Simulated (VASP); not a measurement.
# Nb (P6_3/mmc) in VASP: further runs

The runs below take Nb through relaxation of cell and atoms, with LDA.

Program: VASP 6.6.1. These are calculated values, not measurements. Logs are shortened: lines on timing, memory, paths and dates and some standing lists are left out, and cuts for length are marked.

## (1) The cell of the first run

It takes space group P6_3/mmc (No. 194, hexagonal). The conventional cell has a = 2.960 Å, b = 2.960 Å, c = 4.834 Å, α = 90.00°, β = 90.00°, γ = 120.00°. Within 3.9 Å of Nb (site symmetry -6m2) lie 12 Nb at 2.96 Å.

This isn't the form of Nb at room conditions, which is bcc.

## (2) Relaxation of cell and atoms, LDA

Contents of INCAR:

```
PREC = Accurate
ENCUT = 600
EDIFF = 1E-6
ISMEAR = -1
SIGMA = 0.1
LREAL = False
LASPH = True
NELM = 80
ALGO = Normal
ISIF = 3
LWAVE = False
LCHARG = False
GGA = CA
IBRION = 2
NSW = 80
EDIFFG = -0.02
```

Contents of KPOINTS:

```
Automatic mesh
0
Gamma
  9 9 5
```

Contents of POSCAR:

```
Nb
1.0
    2.9600000000      0.0000000000      0.0000000000
   -1.4800000000      2.5634351952      0.0000000000
    0.0000000000      0.0000000000      4.8336800000
Nb
2
Direct
    0.3333333333      0.6666666667      0.2500000000
    0.6666666667      0.3333333333      0.7500000000
```

Potentials or basis: VASP PAW LDA potentials, release 64 (Nb_sv).

Launch:

```bash
$ cat potpaw_LDA.64/Nb_sv/POTCAR > POTCAR
$ mpirun -np 1 vasp_std > vasp.out
```

OUTCAR:

```text
PREC = Accurate
   ENCUT = 600
   EDIFF = 1E-6
   ISMEAR = -1
   LREAL = False
   LASPH = True
   NELM = 80
   ISIF = 3
   GGA = CA
   IBRION = 2
   NSW = 80
   EDIFFG = -0.02

 ion  position               nearest neighbor table
   1  0.333  0.667  0.250-   2 2.96   2 2.96   2 2.96   2 2.96   2 2.96   2 2.96
   2  0.667  0.333  0.750-   1 2.96   1 2.96   1 2.96   1 2.96   1 2.96   1 2.96

  LATTYP: Found a hexagonal cell.
 ALAT       =     2.9600000000
 C/A-ratio  =     1.6330000000

  Lattice vectors:

 A1 = (   2.9600000000,   0.0000000000,   0.0000000000)
 A2 = (  -1.4800000000,   2.5634351952,   0.0000000000)
 A3 = (   0.0000000000,   0.0000000000,   4.8336800000)

Analysis of symmetry for initial positions (statically):
=====================================================================
 Subroutine PRICEL returns:
 Original cell was already a primitive cell.

 Routine SETGRP: Setting up the symmetry group for a
 hexagonal supercell.

 Subroutine GETGRP returns: Found 24 space group operations
 (whereof 12 operations were pure point group operations)
 out of a pool of 24 trial point group operations.

The static configuration has the point symmetry D_3d.
 The point group associated with its full space group is D_6h.

Analysis of symmetry for dynamics (positions and initial velocities):
=====================================================================
 Subroutine PRICEL returns:
 Original cell was already a primitive cell.

 Routine SETGRP: Setting up the symmetry group for a
 hexagonal supercell.

 Subroutine GETGRP returns: Found 24 space group operations
 (whereof 12 operations were pure point group operations)
 out of a pool of 24 trial point group operations.

The dynamic configuration has the point symmetry D_3d.
 The point group associated with its full space group is D_6h.

 Subroutine INISYM returns: Found 24 space group operations
 (whereof 12 operations are pure point group operations),
 and found     1 'primitive' translations

----------------------------------------------------------------------------------------

                                     Primitive cell

  volume of cell :      36.6768

  direct lattice vectors                    reciprocal lattice vectors
[... 108 lines left out ...]
  volume/ion in A,a.u.               =      18.34       123.75
  Fermi-wavevector in a.u.,A,eV,Ry     =   1.459717  2.758465 28.990932  2.130773
  Thomas-Fermi vector in A             =   2.576251
   LORBIT       =      0    0 simple, 1 ext, 2 COOP (PROOUT), +10 PAW based schemes
   GGA     = CA    functional components
   LHFCALC =     F    Hartree Fock is set to
   AEXX    =    0.0000 exact exchange contribution
   IVDW    =     0    specifies the selected vdW correction
   LEPSILON=     F    determine dielectric tensor
   LRPA    =     F    only Hartree local field effects (RPA)
 conjugate gradient relaxation of ions
 non-spin polarized calculation
  energy-cutoff  :      600.00
  volume of cell :       36.68
 maximum number of plane-waves:      1242
 NGX is ok and might be reduce to    24
   NGX = 11   NGY = 11   NGZ = 19

--------------------------------------- Ionic step        1  -------------------------------------------

 number of electron      25.9999998 magnetization

 Free energy of the ion-electron system (eV)
  ---------------------------------------------------
  ext. energy  EPLUGINS =         0.00000000
  ---------------------------------------------------
  free energy    TOTEN  =       -21.75253061 eV

  energy without entropy =      -21.64048979  energy(sigma->0) =      -21.69651020

------------------------ aborting loop because EDIFF is reached ----------------------------------------

  FORCE on cell =-STRESS in cart. coord.  units (eV):
  Direction    XX          YY          ZZ          XY          YZ          ZX
  --------------------------------------------------------------------------------------
  -------------------------------------------------------------------------------------
  Total       -2.1445229     -2.1445229     -0.1498448      0.0000000     -0.0000000      0.0000000
  in kB      -93.6805262    -93.6805262     -6.5457636      0.0000000     -0.0000000      0.0000000
  external PRESSURE =     -64.6356053 kB  Pullay stress =       0.0000000 kB
[... 89 lines left out ...]
  FREE ENERGIE OF THE ION-ELECTRON SYSTEM (eV)
  ---------------------------------------------------
  free  energy   TOTEN  =       -21.8117663614 eV

  energy  without entropy=      -21.7085805450  energy(sigma->0) =      -21.76017345

[... ionic steps 4 to 7 ...]

--------------------------------------- Ionic step        8  -------------------------------------------

 number of electron      26.0000002 magnetization

------------------------ aborting loop because EDIFF is reached ----------------------------------------
[... 67 lines left out ...]
--------------------------------------- Ionic step       10  -------------------------------------------

 number of electron      26.0000002 magnetization

 Free energy of the ion-electron system (eV)
  ---------------------------------------------------
  ext. energy  EPLUGINS =         0.00000000
  ---------------------------------------------------
  free energy    TOTEN  =       -21.92774666 eV

  energy without entropy =      -21.84175031  energy(sigma->0) =      -21.88474849

 E-fermi :  11.6316     XC(G=0): -12.7929

 val. band max:       11.5863687090   @ k =   0.1111   0.1111   0.0000
 cond. band min:      11.6649656702   @ k =   0.2222   0.2222   0.0000
 fundamental gap:      0.0785969612
 Fermi energy:        11.6315967119

 k-point     1 :       0.0000    0.0000    0.0000
  band No.  band energies     occupation
      1     -42.7689      2.00000
      2     -42.6230      2.00000
      3     -19.4897      2.00000
      4     -18.4268      2.00000
      5     -18.0820      2.00000
      6     -18.0820      2.00000
[... 457 lines left out ...]
      4     -19.2246      2.00000
      5     -19.2246      2.00000
      6     -19.0810      2.00000
[... 9 lines left out ...]
     16      13.9891      0.00000
     17      15.3925      0.00000

 [... further k-points ...]

------------------------ aborting loop because EDIFF is reached ----------------------------------------

  FORCE on cell =-STRESS in cart. coord.  units (eV):
  Direction    XX          YY          ZZ          XY          YZ          ZX
  --------------------------------------------------------------------------------------
  -------------------------------------------------------------------------------------
  Total        0.0042566      0.0042566     -0.0097047      0.0000000      0.0000000      0.0000000
  in kB        0.1930312      0.1930312     -0.4400994      0.0000000      0.0000000      0.0000000
  external PRESSURE =      -0.0180123 kB  Pullay stress =       0.0000000 kB
[... 17 lines left out ...]
  FREE ENERGIE OF THE ION-ELECTRON SYSTEM (eV)
  ---------------------------------------------------
  free  energy   TOTEN  =       -21.9277466585 eV

  energy  without entropy=      -21.8417503125  energy(sigma->0) =      -21.88474849

 reached required accuracy - stopping structural energy minimisation
```

OSZICAR:

```text
N       E                     dE             d eps       ncg     rms          rms(c)
DAV:   1     0.356886196186E+03    0.35689E+03   -0.16068E+04  1224   0.179E+03
DAV:   2     0.307937501681E+01   -0.35381E+03   -0.34995E+03  1609   0.732E+02
[... 93 lines left out ...]
   9 F= -.21927695E+02 E0= -.21884402E+02  d E =-.103151E-02
       N       E                     dE             d eps       ncg     rms          rms(c)
DAV:   1    -0.219284901176E+02   -0.79504E-03   -0.32754E-02  1365   0.210E+00    0.147E-01
DAV:   2    -0.219279078732E+02    0.58224E-03   -0.17212E-03  1487   0.505E-01    0.713E-02
DAV:   3    -0.219277464415E+02    0.16143E-03   -0.65411E-04  1995   0.238E-01    0.157E-02
DAV:   4    -0.219277461895E+02    0.25201E-06   -0.24075E-05  1533   0.544E-02    0.821E-03
DAV:   5    -0.219277466585E+02   -0.46901E-06   -0.34385E-06  1416   0.137E-02
  10 F= -.21927747E+02 E0= -.21884748E+02  d E =-.108328E-02
```

CONTCAR:

```text
Nb
   1.00000000000000
     2.7968421094207581    0.0000000000000000    0.0000000000000000
    -1.3984210547103790    2.4221363171308181   -0.0000000000000000
    -0.0000000000000000   -0.0000000000000000    5.2152561167495213
  Nb
     2
Direct
     0.3333333332999970    0.6666666667000030    0.2500000000000000
     0.6666666667000030    0.3333333332999970    0.7500000000000000

  0.00000000E+00  0.00000000E+00  0.00000000E+00
  0.00000000E+00  0.00000000E+00  0.00000000E+00
```

Run time: 3.4 min. Hardware: 1 thread of Intel Xeon 8259CL, shared host; peak memory 0.16 GiB.

What came out:

```
Free energy                           : -21.9277 eV
Relaxed volume                        : 17.66 Å³/atom
Relaxed cell                          : a = 2.797 Å, b = 2.797 Å, c = 5.215 Å, α = 90.00°, β = 90.00°, γ = 120.00°
Space group after relaxing (to 0.1 Å) : P6_3/mmc (No. 194)
Energy gained by relaxing             : 87.6 meV/atom
Ionic steps                           : 10
Pressure after relaxing               : 0.0 GPa
Band gap on the k mesh                : zero (bands 13 and 14 overlap by 2.26 eV)
```

Step by step:
| step | energy change (eV) | largest force (eV/Å) | pressure (GPa) | volume (Å³) |
| --- | --- | --- | --- | --- |
| 1 | 0.0000 | 0.0000 | -6.46 | 36.68 |
| 2 | 0.0004 | 0.0000 | 14.45 | 32.86 |
| 3 | -0.0592 | 0.0000 | 3.08 | 34.70 |
| 4 | -0.1470 | 0.0000 | 4.58 | 34.42 |
| 5 | -0.1558 | 0.0000 | 5.89 | 34.25 |
| 6 | -0.1104 | 0.0000 | -8.33 | 37.28 |
| 7 | -0.1741 | 0.0000 | 0.35 | 35.29 |
| 8 | -0.1741 | 0.0000 | 0.47 | 35.26 |
| 9 | -0.1752 | 0.0000 | -0.08 | 35.35 |
| 10 | -0.1752 | 0.0000 | 0.00 | 35.33 |

Final structure:
```xyz
2
Lattice="2.7968 0.0000 0.0000 -1.3984 2.4221 0.0000 0.0000 0.0000 5.2153" Properties=species:S:1:pos:R:3 pbc="T T T"
Nb    0.0000    1.6148    1.3038
Nb    1.3984    0.8074    3.9114
```

## (3) Relaxation of cell and atoms, LDA, target pressure 20 GPa, at which the enthalpy is minimised

Contents of INCAR:

```
SYSTEM = Nb
ALGO = Normal ; EDIFF = 1E-6
EDIFFG = -0.02 ; ENCUT = 600
IBRION = 2 ; ISIF = 3
ISMEAR = -1 ; LASPH = .TRUE.
LCHARG = .FALSE. ; LREAL = .FALSE.
LWAVE = .FALSE. ; NELM = 60
NSW = 80 ; PREC = Accurate
PSTRESS = 200.0 ; SIGMA = 0.1
```

Contents of KPOINTS:

```
k-points
0
G
  9 9 5
  0 0 0
```

POSCAR is that of step 2.

Potentials or basis: VASP PAW LDA potentials, release 64 (Nb_sv).

Launch:

```bash
$ cat potpaw_LDA.64/Nb_sv/POTCAR > POTCAR
$ mpirun -np 1 vasp_std > vasp.out
```

Run time: 4.8 min. Hardware: 1 thread of Intel Xeon 8259CL, shared host; peak memory 0.17 GiB.

Results (log left out):

```yaml
Free_energy: -21.7431 eV
Relaxed_volume: 16.08 Å³/atom
Relaxed_cell: a = 2.720 Å, b = 2.720 Å, c = 5.020 Å, α = 90.00°, β = 90.00°, γ = 120.00°
Space_group_after_relaxing_to_0.1_Å: P6_3/mmc (No. 194)
Energy_change_on_relaxing_the_run_minimises_the_enthalpy: +4.7 meV/atom
Ionic_steps: 13
Pressure_after_relaxing: 20.1 GPa
Band_gap_on_the_k_mesh: zero (bands 13 and 14 overlap by 2.66 eV)
```

Stress tensor (GPa, compression positive):
```
20.17  0.00  0.00
 0.00 20.17  0.00
 0.00  0.00 19.99
```

Step by step:
```csv
step,energy change (eV),largest force (eV/Å),pressure (GPa),volume (Å³)
1,0.0000,0.0000,-6.46,36.68
2,4.6825,0.0000,171.30,22.81
3,0.0813,0.0000,16.35,32.63
4,0.1292,0.0000,19.70,32.18
5,0.1478,0.0000,20.86,32.02
6,0.0808,0.0000,21.47,31.92
7,0.3666,0.0000,31.66,31.28
8,0.0622,0.0000,22.45,31.83
9,0.0676,0.0000,23.56,31.74
10,0.0651,0.0000,23.36,31.76
11,-0.1055,0.0000,11.76,33.34
12,0.0073,0.0000,19.91,32.18
13,0.0095,0.0000,20.11,32.17
```

Final structure:
```xyz
2
Lattice="2.7202 0.0000 0.0000 -1.3601 2.3557 0.0000 0.0000 0.0000 5.0195" Properties=species:S:1:pos:R:3 pbc="T T T"
Nb    0.0000    1.5705    1.2549
Nb    1.3601    0.7852    3.7646
```

Levels at points of the mesh, in eV from the Fermi level:
```
           k point  band 10  band 11  band 12  band 13  band 14  band 15  band 16  band 17
(0.00, 0.00, 0.00)    -4.32    -1.42     0.23     0.23     0.75     0.75     0.94     3.00
```

Caveat: the cell is relaxed towards a set pressure, so the run minimises the enthalpy, not the energy.

## (4) Relaxation of cell and atoms, LDA, target pressure 40 GPa, at which the enthalpy is minimised

Contents of INCAR:

```
PREC = Accurate
ENCUT = 600
EDIFF = 1E-7
ISMEAR = -1
SIGMA = 0.1
LREAL = F
LASPH = T
NELM = 80
ALGO = Normal
ISIF = 3
LWAVE = F
LCHARG = F
GGA = CA
IBRION = 2
NSW = 80
EDIFFG = -0.02
PSTRESS = 400.0
```

Contents of KPOINTS:

```
regular mesh
0
Gamma
  9 9 5
```

POSCAR is that of step 3.

Launch:

```bash
$ cat potpaw_LDA.64/Nb_sv/POTCAR > POTCAR
$ mpirun -np 1 vasp_std > vasp.out
```

Wall time 5.3 min (1 thread of Intel Xeon 8259CL, shared host); peak memory 0.17 GiB.

Results (log left out):

- Free energy: -21.3400 eV
- Relaxed volume: 14.99 Å³/atom
- Relaxed cell: a = 2.665 Å, b = 2.665 Å, c = 4.874 Å, α = 90.00°, β = 90.00°, γ = 120.00°
- Space group after relaxing (to 0.1 Å): P6_3/mmc (No. 194)
- Energy change on relaxing (the run minimises the enthalpy): +206.3 meV/atom
- Ionic steps: 13
- Pressure after relaxing: 40.0 GPa
- Band gap on the k mesh: zero (bands 13 and 14 overlap by 2.99 eV)

Stress tensor (GPa, compression positive):
```
40.04  0.00  0.00
 0.00 40.04  0.00
 0.00  0.00 39.92
```

The path:
| step | energy change (eV) | largest force (eV/Å) | pressure (GPa) | volume (Å³) |
| --- | --- | --- | --- | --- |
| 1 | 0.0000 | 0.0000 | -6.42 | 36.68 |
| 2 | 22.9987 | 0.0000 | 735.50 | 15.07 |
| 3 | 0.2486 | 0.0000 | 26.09 | 31.39 |
| 4 | 0.4011 | 0.0000 | 33.66 | 30.56 |
| 5 | 0.5602 | 0.0000 | 40.73 | 29.86 |
| 6 | 0.5288 | 0.0000 | 39.38 | 29.99 |
| 7 | 0.4657 | 0.0000 | 40.13 | 29.91 |
| 8 | 0.8039 | 0.0000 | 50.75 | 29.41 |
| 9 | 0.4529 | 0.0000 | 41.14 | 29.84 |
| 10 | 0.4625 | 0.0000 | 42.11 | 29.78 |
| 11 | 0.4601 | 0.0000 | 41.97 | 29.79 |
| 12 | 0.2709 | 0.0000 | 33.84 | 30.60 |
| 13 | 0.4126 | 0.0000 | 40.00 | 29.98 |

Final structure:
```cif
data_structure
_symmetry_space_group_name_H-M 'P 1'
_symmetry_Int_Tables_number 1
_cell_length_a 2.6651
_cell_length_b 2.6651
_cell_length_c 4.8738
_cell_angle_alpha 90.000
_cell_angle_beta 90.000
_cell_angle_gamma 120.000
_cell_volume 29.98
loop_
_atom_site_label
_atom_site_type_symbol
_atom_site_fract_x
_atom_site_fract_y
_atom_site_fract_z
_atom_site_occupancy
Nb1 Nb 0.33333 0.66667 0.25000 1
Nb2 Nb 0.66667 0.33333 0.75000 1
```

Levels at points of the mesh, in eV from the Fermi level:
| k point | band 9 | band 10 | band 11 | band 12 | band 13 | band 14 | band 15 | band 16 | band 17 |
| --- | --- | --- | --- | --- | --- | --- | --- | --- | --- |
| (0.00, 0.00, 0.00) | -6.56 | -4.55 | -1.54 | 0.13 | 0.13 | 0.73 | 0.73 | 1.37 | 3.09 |

Caveat: the cell is relaxed towards a set pressure, so the run minimises the enthalpy, not the energy; the volume moved by over 15 % at a fixed basis, so the end points are rough.

## (5) Relaxation of cell and atoms, LDA, target pressure 60 GPa, at which the enthalpy is minimised

Contents of INCAR:

```
SYSTEM = Nb
PREC = Accurate
ENCUT = 600
EDIFF = 1E-6
ISMEAR = -1
SIGMA = 0.1
LREAL = .FALSE.
LASPH = .TRUE.
NELM = 60
ALGO = Normal
ISIF = 3
LWAVE = .FALSE.
LCHARG = .FALSE.
IBRION = 2
NSW = 80
EDIFFG = -0.02
PSTRESS = 600.0
```

Contents of KPOINTS:

```
Automatic mesh
0
G
  9 9 5
  0 0 0
```

POSCAR is that of step 4.

Launch:

```bash
$ cat potpaw_LDA.64/Nb_sv/POTCAR > POTCAR
$ mpirun -np 1 vasp_std > vasp.out
```

It took 6.6 min on 1 thread of Intel Xeon 8259CL, shared host; peak memory 0.18 GiB.

Results (log left out):

| Property | Result |
| --- | --- |
| Free energy | -20.8183 eV |
| Relaxed volume | 14.15 Å³/atom |
| Relaxed cell | a = 2.620 Å, b = 2.620 Å, c = 4.761 Å, α = 90.00°, β = 90.00°, γ = 120.00° |
| Space group after relaxing (to 0.1 Å) | P6_3/mmc (No. 194) |
| Energy change on relaxing (the run minimises the enthalpy) | +467.1 meV/atom |
| Ionic steps | 17 |
| Pressure after relaxing | 60.0 GPa |
| Band gap on the k mesh | zero (bands 13 and 14 overlap by 3.10 eV) |

The path:
| step | energy change (eV) | largest force (eV/Å) | pressure (GPa) | volume (Å³) |
| --- | --- | --- | --- | --- |
| 1 | 0.0000 | 0.0000 | -6.46 | 36.68 |
| 2 | 83.4777 | 0.0000 | 3435.78 | 9.28 |
| 3 | 0.0035 | 0.0000 | 8.30 | 33.84 |
| 4 | 0.1663 | 0.0000 | 21.17 | 31.99 |
| 5 | 1.2114 | 0.0000 | 65.19 | 27.87 |
| 6 | 1.0629 | 0.0000 | 59.92 | 28.26 |
| 7 | 1.1211 | 0.0000 | 61.98 | 28.10 |
| 8 | 1.0635 | 0.0000 | 62.90 | 28.06 |
| 9 | 1.3867 | 0.0000 | 72.62 | 27.69 |
| 10 | 1.0521 | 0.0000 | 63.82 | 28.00 |
| 11 | 1.0647 | 0.0000 | 64.61 | 27.96 |
| 12 | 0.4986 | 0.0000 | 43.76 | 29.66 |
| 13 | 0.9384 | 0.0000 | 60.24 | 28.29 |
| 14 | 0.9423 | 0.0000 | 60.32 | 28.28 |
| 15 | 0.9454 | 0.0000 | 60.44 | 28.27 |
| 16 | 0.9291 | 0.0000 | 59.82 | 28.31 |
| 17 | 0.9342 | 0.0000 | 60.00 | 28.30 |

Final structure:
```
Nb
1.0
     2.61966    0.00000    0.00000
    -1.30983    2.26870    0.00000
     0.00000    0.00000    4.76090
Nb
2
Cartesian
  0.0000 1.5125 1.1902
  1.3098 0.7562 3.5707
```

Levels at points of the mesh, in eV from the Fermi level:
| k point | band 9 | band 10 | band 11 | band 12 | band 13 | band 14 | band 15 | band 16 | band 17 |
| --- | --- | --- | --- | --- | --- | --- | --- | --- | --- |
| (0.00, 0.00, 0.00) | -6.59 | -4.76 | -1.65 | 0.03 | 0.03 | 0.70 | 0.70 | 1.78 | 3.16 |

Caveat: the cell is relaxed towards a set pressure, so the run minimises the enthalpy, not the energy; the volume moved by over 15 % at a fixed basis, so the end points are rough.

## (6) The runs side by side

```tsv
cell	gap on the mesh (eV)	pressure (GPa)
relaxed	none	0.0
relaxed to 20 GPa	none	20.1
relaxed to 40 GPa	none	40.0
relaxed to 60 GPa	none	60.0
```

Alike in all rows: task relaxation of cell and atoms; level LDA; potentials or basis VASP PAW LDA potentials, release 64 (Nb_sv); no spin polarisation; k mesh 9 × 9 × 5; cutoff (eV) 600; smearing fermi-dirac 0.1 eV.

Caveats: the cell is relaxed towards a set pressure, so the run minimises the enthalpy, not the energy (at least some runs); the volume moved by over 15 % at a fixed basis, so the end points are rough (at least some runs).

Total energies depend on the potentials used, so only differences within one code and one set of settings carry meaning.
